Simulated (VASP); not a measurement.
# Sc3In (Pm-3m) in VASP: notebook

The runs below take Sc3In through electric field gradients, with LDA.

All numbers are computed with VASP 6.6.1; they aren't measurements. Logs are shortened: lines on timing, memory, paths and dates and some standing lists are left out, and cuts for length are marked.

### Step 1. The cell of the first run

It takes space group Pm-3m (No. 221, cubic). Conventional cell: a = 4.395 Å, b = 4.395 Å, c = 4.395 Å, α = 90.00°, β = 90.00°, γ = 90.00°. Sc (site symmetry 4/mmm) has 8 Sc at 3.11 Å and 4 In at 3.11 Å within 4.1 Å. In (site symmetry m-3m) has 12 Sc at 3.11 Å within 4.1 Å.

### Step 2. Electric field gradients, LDA, collinear spin

The input, INCAR:

```
PREC = Accurate
ENCUT = 520
EDIFF = 1E-8
ISMEAR = -1
SIGMA = 0.05
LREAL = F
LASPH = T
NELM = 150
ALGO = Normal
ISIF = 2
LWAVE = F
LCHARG = F
ISPIN = 2
MAGMOM = 1 1 1 0
LORBIT = 11
LMAXMIX = 4
LEFG = T
NBANDS = 35
```

The input, KPOINTS:

```
Automatic mesh
0
Gamma
  8 8 8
```

The input, POSCAR:

```
Sc3In
1.0
    4.3948039306      0.0000000000      0.0000000000
    0.0000000000      4.3948039306      0.0000000000
    0.0000000000      0.0000000000      4.3948039306
Sc In
3 1
Direct
    0.5000000000      0.5000000000      0.0000000000
    0.5000000000      0.0000000000      0.5000000000
    0.0000000000      0.5000000000      0.5000000000
    0.0000000000      0.0000000000      0.0000000000
```

Potentials or basis: VASP PAW LDA potentials, release 64 (Sc_sv, In_d).

The run is started by

```bash
> cat potpaw_LDA.64/Sc_sv/POTCAR potpaw_LDA.64/In_d/POTCAR > POTCAR
> mpirun -np 1 vasp_std > vasp.out
```

OUTCAR:

```text
PREC = Accurate
   ENCUT = 520
   EDIFF = 1E-8
   ISMEAR = -1
   LREAL = F
   LASPH = T
   NELM = 150
   ISIF = 2
   ISPIN = 2
   LORBIT = 11

 ion  position               nearest neighbor table
   1  0.500  0.500  0.000-   2 3.11   3 3.11   4 3.11   2 3.11   3 3.11   2 3.11   4 3.11   2 3.11
                             3 3.11   4 3.11   3 3.11   4 3.11
   2  0.500  0.000  0.500-   1 3.11   3 3.11   4 3.11   1 3.11   4 3.11   1 3.11   3 3.11   1 3.11
                             3 3.11   4 3.11   4 3.11   3 3.11
   3  0.000  0.500  0.500-   1 3.11   2 3.11   4 3.11   1 3.11   4 3.11   2 3.11   4 3.11   4 3.11
                             1 3.11   2 3.11   1 3.11   2 3.11
   4  0.000  0.000  0.000-   1 3.11   2 3.11   3 3.11   2 3.11   3 3.11   1 3.11   3 3.11   3 3.11
                             1 3.11   2 3.11   2 3.11   1 3.11

  LATTYP: Found a simple cubic cell.
 ALAT       =     4.3948039306

  Lattice vectors:

 A1 = (   4.3948039306,   0.0000000000,   0.0000000000)
 A2 = (   0.0000000000,   4.3948039306,   0.0000000000)
 A3 = (   0.0000000000,   0.0000000000,   4.3948039306)

Analysis of symmetry for initial positions (statically):
=====================================================================
 Subroutine PRICEL returns:
 Original cell was already a primitive cell.

 Routine SETGRP: Setting up the symmetry group for a
 simple cubic supercell.

 Subroutine GETGRP returns: Found 48 space group operations
 (whereof 48 operations were pure point group operations)
 out of a pool of 48 trial point group operations.

The static configuration has the point symmetry O_h .

Analysis of symmetry for dynamics (positions and initial velocities):
=====================================================================
 Subroutine PRICEL returns:
 Original cell was already a primitive cell.

 Routine SETGRP: Setting up the symmetry group for a
 simple cubic supercell.

 Subroutine GETGRP returns: Found 48 space group operations
 (whereof 48 operations were pure point group operations)
 out of a pool of 48 trial point group operations.

The dynamic configuration has the point symmetry O_h .

Analysis of structural, dynamic, and magnetic symmetry:
=====================================================================
 Subroutine PRICEL returns:
 Original cell was already a primitive cell.

 Routine SETGRP: Setting up the symmetry group for a
 simple cubic supercell.

 Subroutine GETGRP returns: Found 48 space group operations
 (whereof 48 operations were pure point group operations)
 out of a pool of 48 trial point group operations.

The overall configuration has the point symmetry O_h .

 Subroutine INISYM returns: Found 48 space group operations
 (whereof 48 operations are pure point group operations),
 and found     1 'primitive' translations

----------------------------------------------------------------------------------------

                                     Primitive cell

  volume of cell :      84.8826

  direct lattice vectors                    reciprocal lattice vectors
     4.394803931  0.000000000  0.000000000     0.227541437  0.000000000  0.000000000
     0.000000000  4.394803931  0.000000000     0.000000000  0.227541437  0.000000000
     0.000000000  0.000000000  4.394803931     0.000000000  0.000000000  0.227541437

  length of vectors
     4.394803931  4.394803931  4.394803931     0.227541437  0.227541437  0.227541437

  position of ions in fractional coordinates (direct lattice)
     0.500000000  0.500000000  0.000000000
     0.500000000  0.000000000  0.500000000
     0.000000000  0.500000000  0.500000000
     0.000000000  0.000000000  0.000000000

  ion indices of the primitive-cell ions
   primitive index   ion index
                 1           1
                 2           2
                 3           3
                 4           4

----------------------------------------------------------------------------------------
[... 82 lines left out ...]
   NUPDOWN=      -1.0000    fix difference up-down
   EMIN   =  10.00;   EMAX   =-10.00  energy-range for DOS
   EFERMI =   0.00;   METHOD = LEGACY
   ISMEAR =    -1;   SIGMA  =   0.05  broadening in eV -4-tet -1-fermi 0-gaus
   EFERMI_NEDOS =   21; number of points for ismear=-14 and -15
   IALGO  =     38    algorithm
   IMIX   =      4    mixing-type and parameters
     AMIX     =   0.40;   BMIX     =  1.00
     AMIX_MAG =   1.60;   BMIX_MAG =  1.00
  volume/ion in A,a.u.               =      21.22       143.20
  Fermi-wavevector in a.u.,A,eV,Ry     =   1.334713  2.522242 24.238224  1.781459
  Thomas-Fermi vector in A             =   2.463473
   LORBIT       =     11    0 simple, 1 ext, 2 COOP (PROOUT), +10 PAW based schemes
   GGA     = CA    functional components
   LHFCALC =     F    Hartree Fock is set to
   AEXX    =    0.0000 exact exchange contribution
   IVDW    =     0    specifies the selected vdW correction
   LEPSILON=     F    determine dielectric tensor
   LRPA    =     F    only Hartree local field effects (RPA)
 spin polarized calculation
  energy-cutoff  :      520.00
  volume of cell :       84.88
 maximum number of plane-waves:      2320
 NGX is ok and might be reduce to    36
   NGX = 17   NGY = 17   NGZ = 17

 number of electron      45.9999983 magnetization      -0.0012723

 number of electron      45.9999983 magnetization       0.0019855

 Free energy of the ion-electron system (eV)
  ---------------------------------------------------
  ext. energy  EPLUGINS =         0.00000000
  ---------------------------------------------------
  free energy    TOTEN  =       -24.80889808 eV

  energy without entropy =      -24.74676584  energy(sigma->0) =      -24.77783196

 E-fermi :   5.7695     XC(G=0): -10.9669

 val. band max:        5.7609851454   @ k =   0.5000   0.1250   0.0000
 cond. band min:       5.7757836898   @ k =   0.3750   0.1250   0.1250
 fundamental gap:      0.0147985444
 Fermi energy:         5.7695306606

 spin component 1

 k-point     1 :       0.0000    0.0000    0.0000
  band No.  band energies     occupation
      1     -43.0098      1.00000
      2     -42.8932      1.00000
      3     -42.8932      1.00000
      4     -22.1815      1.00000
      5     -22.1815      1.00000
      6     -22.1815      1.00000
[... 901 lines left out ...]
     34       9.1744      0.00000
     35      10.3260      0.00000

 [... further k-points ...]

 spin component 2

 k-point     1 :       0.0000    0.0000    0.0000
  band No.  band energies     occupation
      1     -43.0095      1.00000
      2     -42.8929      1.00000
      3     -42.8929      1.00000
      4     -22.1812      1.00000
      5     -22.1812      1.00000
      6     -22.1812      1.00000
[... 901 lines left out ...]
     34       9.1748      0.00000
     35      10.3181      0.00000

 [... further k-points ...]
[... 5 lines left out ...]
  --------------------------------------------------------------------------------------
  -------------------------------------------------------------------------------------
  Total        0.0763594      0.0763594      0.0763594     -0.0000000      0.0000000      0.0000000
  in kB        1.4413011      1.4413011      1.4413011     -0.0000000      0.0000000      0.0000000
  external PRESSURE =       1.4413011 kB  Pullay stress =       0.0000000 kB

 VOLUME and BASIS-vectors are now :
 -----------------------------------------------------------------------------
  energy-cutoff  :      520.00
  volume of cell :       84.88
      direct lattice vectors                 reciprocal lattice vectors
     4.394803931  0.000000000  0.000000000     0.227541437  0.000000000  0.000000000
     0.000000000  4.394803931  0.000000000     0.000000000  0.227541437  0.000000000
     0.000000000  0.000000000  4.394803931     0.000000000  0.000000000  0.227541437

 POSITION                                       TOTAL-FORCE (eV/Angst)
 -----------------------------------------------------------------------------------
      2.19740      2.19740      0.00000         0.000000      0.000000      0.000000
      2.19740      0.00000      2.19740         0.000000      0.000000      0.000000
      0.00000      2.19740      2.19740         0.000000      0.000000      0.000000
      0.00000      0.00000      0.00000         0.000000      0.000000      0.000000
 -----------------------------------------------------------------------------------
    total drift:                                0.000000      0.000000      0.000000

  FREE ENERGIE OF THE ION-ELECTRON SYSTEM (eV)
  ---------------------------------------------------
  free  energy   TOTEN  =       -24.8088980803 eV

  energy  without entropy=      -24.7467658373  energy(sigma->0) =      -24.77783196

 Electric field gradients (V/A^2)
---------------------------------------------------------------------
 ion       V_xx      V_yy      V_zz      V_xy      V_xz      V_yz
---------------------------------------------------------------------
   1      -5.386    -5.386    10.773    -0.000     0.000    -0.000
   2      -5.386    10.773    -5.386    -0.000     0.000    -0.000
   3      10.773    -5.386    -5.386    -0.000    -0.000    -0.000
   4       0.000     0.000    -0.000    -0.000     0.000     0.000
---------------------------------------------------------------------

 Electric field gradients after diagonalization (V/A^2)
 (convention: |V_zz| > |V_xx| > |V_yy|)
----------------------------------------------------------------------
 ion       V_xx      V_yy      V_zz     asymmetry (V_yy - V_xx)/ V_zz
----------------------------------------------------------------------
   1      -5.386    -5.386    10.773       0.000
   2      -5.386    -5.386    10.773       0.000
   3      -5.386    -5.386    10.773       0.000
   4       0.000     0.000    -0.000       0.057
----------------------------------------------------------------------

           NMR quadrupolar parameters

 Cq : quadrupolar parameter    Cq=e*Q*V_zz/h
 eta: asymmetry parameters     (V_yy - V_xx)/ V_zz
 Q  : nuclear electric quadrupole moment in mb (millibarn)
----------------------------------------------------------------------
 ion       Cq(MHz)       eta       Q (mb)
----------------------------------------------------------------------
   1       0.026       0.000       1.000
   2       0.026       0.000       1.000
   3       0.026       0.000       1.000
   4      -0.000       0.057       1.000
----------------------------------------------------------------------

 total charge

# of ion       s       p       d       tot
------------------------------------------
    1        2.266   6.114   1.140   9.520
    2        2.266   6.114   1.140   9.520
    3        2.266   6.114   1.140   9.520
    4        0.892   0.950   9.819  11.660
--------------------------------------------------
tot          7.689  19.291  13.239  40.220

 magnetization (x)

# of ion       s       p       d       tot
------------------------------------------
    1        0.000   0.000   0.000   0.000
    2        0.000   0.000   0.000   0.000
    3        0.000   0.000   0.000   0.000
    4       -0.000  -0.000   0.000  -0.000
--------------------------------------------------
tot          0.000   0.000   0.001   0.001
```

Run time: 5.4 min. Hardware: 1 thread of AMD EPYC 7R13 (Zen 3), shared host; peak memory 0.26 GiB.

What came out:

```yaml
Free_energy: -24.8089 eV
Pressure: 0.1 GPa
Band_gap_on_the_k_mesh: zero (filled and empty bands overlap)
Net_moment: 0.00 μB per cell
Largest_electric_field_gradient_by_atom: Sc +10.8; In +0.0 V/Å²
Valence_electrons_inside_the_program's_atomic_spheres: Sc 9.52; In 11.66
```

Levels at points of the mesh, in eV from the Fermi level:
Spin up:
```
           k point  band 19  band 20  band 21  band 22  band 23  band 24  band 25  band 26  band 27  band 28
(0.00, 0.00, 0.00)    -2.61    -0.83    -0.83    -0.37    -0.37    -0.37     0.65     0.65     0.65     2.46
(0.50, 0.00, 0.00)    -4.20    -1.39    -0.93    -0.93    -0.03     0.39     0.95     0.95     1.42     1.82
(0.50, 0.50, 0.00)    -2.98    -2.98    -1.34    -1.10     0.12     0.34     0.34     1.20     1.20     2.08
(0.50, 0.50, 0.50)    -1.36    -1.36    -1.36    -1.23    -1.23    -1.23     0.54     1.29     1.29     1.29
```
Spin down:
```
           k point  band 20  band 21  band 22  band 23  band 24  band 25  band 26  band 27
(0.00, 0.00, 0.00)    -0.83    -0.83    -0.37    -0.37    -0.37     0.65     0.65     0.65
(0.50, 0.00, 0.00)    -1.39    -0.93    -0.93    -0.03     0.39     0.95     0.95     1.42
(0.50, 0.50, 0.00)    -2.98    -1.34    -1.10     0.12     0.34     0.34     1.20     1.20
(0.50, 0.50, 0.50)    -1.36    -1.36    -1.23    -1.23    -1.23     0.54     1.29     1.29
```

Electric field gradients, principal values (V/Å²):
```tsv
atom	least	middle	greatest (by size)
1 Sc	-5.386	-5.386	10.773
2 Sc	-5.386	-5.386	10.773
3 Sc	-5.386	-5.386	10.773
4 In	0.000	0.000	0.000
```

Caveat: without QUAD_EFG the Cq values of the log hold for a quadrupole moment of 1 mb, not for the nuclei; spin-orbit coupling is left out, which moves the levels of the heavy elements.

### Step 3. Electric field gradients, LDA, collinear spin

The input, INCAR:

```
SYSTEM = Sc3In
PREC = Accurate ; ENCUT = 520
EDIFF = 1E-8 ; ISMEAR = -1
SIGMA = 0.05 ; LREAL = .False.
LASPH = .True. ; NELM = 150
ALGO = Normal ; ISIF = 2
LWAVE = .False. ; LCHARG = .False.
ISPIN = 2 ; MAGMOM = 1 1 1 0
LORBIT = 11 ; LMAXMIX = 4
GGA = CA ; LEFG = .True.
NBANDS = 35
```

The input, KPOINTS:

```
regular mesh
0
Gamma
  8 8 8
  0 0 0
```

POSCAR is that of step 2.

Potentials or basis: VASP PAW LDA potentials, release 64 (Sc_sv, In_d).

The run is started by

```bash
> cat potpaw_LDA.64/Sc_sv/POTCAR potpaw_LDA.64/In_d/POTCAR > POTCAR
> mpirun -np 1 vasp_std > vasp.out
```

OUTCAR:

```text
SYSTEM = Sc3In
   PREC = Accurate
   ENCUT = 520
   EDIFF = 1E-8
   ISMEAR = -1
   LREAL = .False.
   LASPH = .True.
   NELM = 150
   ISIF = 2
   ISPIN = 2
   LORBIT = 11
   GGA = CA

 ion  position               nearest neighbor table
   1  0.500  0.500  0.000-   2 3.11   3 3.11   4 3.11   2 3.11   3 3.11   2 3.11   4 3.11   2 3.11
                             3 3.11   4 3.11   3 3.11   4 3.11
   2  0.500  0.000  0.500-   1 3.11   3 3.11   4 3.11   1 3.11   4 3.11   1 3.11   3 3.11   1 3.11
                             3 3.11   4 3.11   4 3.11   3 3.11
   3  0.000  0.500  0.500-   1 3.11   2 3.11   4 3.11   1 3.11   4 3.11   2 3.11   4 3.11   4 3.11
                             1 3.11   2 3.11   1 3.11   2 3.11
   4  0.000  0.000  0.000-   1 3.11   2 3.11   3 3.11   2 3.11   3 3.11   1 3.11   3 3.11   3 3.11
                             1 3.11   2 3.11   2 3.11   1 3.11

  LATTYP: Found a simple cubic cell.
 ALAT       =     4.3948039306

[... 2090 lines left out ...]
   3      -5.386    -5.386    10.773       0.000
   4      -0.000     0.000    -0.000      -0.122
----------------------------------------------------------------------

           NMR quadrupolar parameters

 Cq : quadrupolar parameter    Cq=e*Q*V_zz/h
 eta: asymmetry parameters     (V_yy - V_xx)/ V_zz
 Q  : nuclear electric quadrupole moment in mb (millibarn)
----------------------------------------------------------------------
 ion       Cq(MHz)       eta       Q (mb)
----------------------------------------------------------------------
   1       0.026       0.000       1.000
   2       0.026       0.000       1.000
   3       0.026       0.000       1.000
   4      -0.000      -0.122       1.000
----------------------------------------------------------------------

 total charge

# of ion       s       p       d       tot
------------------------------------------
    1        2.266   6.114   1.140   9.520
    2        2.266   6.114   1.140   9.520
    3        2.266   6.114   1.140   9.520
    4        0.892   0.950   9.819  11.660
--------------------------------------------------
tot          7.689  19.291  13.239  40.220

 magnetization (x)

# of ion       s       p       d       tot
------------------------------------------
    1        0.000   0.000   0.000   0.000
    2        0.000   0.000   0.000   0.000
    3        0.000   0.000   0.000   0.000
    4       -0.000  -0.000   0.000  -0.000
--------------------------------------------------
tot          0.000   0.000   0.001   0.001
```

Wall time 2 min (1 thread of Intel Xeon Platinum 8488C (Sapphire Rapids), shared host); peak memory 0.28 GiB.

Results:

| Quantity | Value |
| --- | --- |
| Free energy | -24.8089 eV |
| Pressure | 0.1 GPa |
| Band gap on the k mesh | zero (filled and empty bands overlap) |
| Net moment | 0.00 μB per cell |
| Largest electric field gradient by atom | Sc +10.8; In -0.0 V/Å² |
| Valence electrons inside the program's atomic spheres | Sc 9.52; In 11.66 |

Levels at points of the mesh, in eV from the Fermi level:
Spin up:
```
           k point  band 20  band 21  band 22  band 23  band 24  band 25  band 26  band 27
(0.00, 0.00, 0.00)    -0.83    -0.83    -0.37    -0.37    -0.37     0.65     0.65     0.65
(0.50, 0.00, 0.00)    -1.39    -0.93    -0.93    -0.03     0.39     0.95     0.95     1.42
(0.50, 0.50, 0.00)    -2.98    -1.34    -1.10     0.12     0.34     0.34     1.20     1.20
(0.50, 0.50, 0.50)    -1.36    -1.36    -1.23    -1.23    -1.23     0.54     1.29     1.29
```
Spin down:
| k point | band 19 | band 20 | band 21 | band 22 | band 23 | band 24 | band 25 | band 26 | band 27 | band 28 |
| --- | --- | --- | --- | --- | --- | --- | --- | --- | --- | --- |
| (0.00, 0.00, 0.00) | -2.61 | -0.83 | -0.83 | -0.37 | -0.37 | -0.37 | 0.65 | 0.65 | 0.65 | 2.46 |
| (0.50, 0.00, 0.00) | -4.20 | -1.39 | -0.93 | -0.93 | -0.03 | 0.39 | 0.95 | 0.95 | 1.42 | 1.82 |
| (0.50, 0.50, 0.00) | -2.98 | -2.98 | -1.34 | -1.10 | 0.12 | 0.34 | 0.34 | 1.20 | 1.20 | 2.08 |
| (0.50, 0.50, 0.50) | -1.36 | -1.36 | -1.36 | -1.23 | -1.23 | -1.23 | 0.54 | 1.29 | 1.29 | 1.29 |

Electric field gradients, principal values (V/Å²):
```csv
atom,least,middle,greatest (by size)
1 Sc,-5.386,-5.386,10.773
2 Sc,-5.386,-5.386,10.773
3 Sc,-5.386,-5.386,10.773
4 In,0.000,0.000,0.000
```

Caveat: without QUAD_EFG the Cq values of the log hold for a quadrupole moment of 1 mb, not for the nuclei; spin-orbit coupling is left out, which moves the levels of the heavy elements.
